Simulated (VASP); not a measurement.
BAs, 2 atoms in the cell. Symmetry: F-43m, No. 216, cubic system. Conventional cell: a = 4.732 Å, b = 4.732 Å, c = 4.732 Å, α = 90.00°, β = 90.00°, γ = 90.00°. B (site symmetry -43m) has 4 As at 2.05 Å within 2.7 Å. As (site symmetry -43m) has 4 B at 2.05 Å within 2.7 Å. 

```yaml
Program: VASP 6.6.1
Task: single point
Functional: LDA
Potentials_or_basis: VASP PAW LDA potentials, release 64 (B, As_d)
Cutoff: 560 eV
k_mesh: 15 × 15 × 15
Occupations: fermi-dirac, width 0.05 eV
Spin: no spin polarisation
Dipole_correction: no
Further_INCAR_settings: ALGO = Normal; EDIFF = 1e-06; NBANDS = 16
```

Potentials or basis: VASP PAW LDA potentials, release 64 (B, As_d).

Run with:

```console
$ cat potpaw_LDA.64/B/POTCAR potpaw_LDA.64/As_d/POTCAR > POTCAR
$ mpirun -np 1 vasp_std > vasp.out
```

Hardware: 1 thread of Intel(R) Xeon(R) 6975P-C (Granite Rapids), with other jobs on the host.

**Question.** How long does it take, and how much memory?

**Answer.** It took 24 s on 1 thread of Intel(R) Xeon(R) 6975P-C (Granite Rapids), with other jobs on the host, peak memory 0.17 GiB. Counts: scf iterations 11, k points 120.
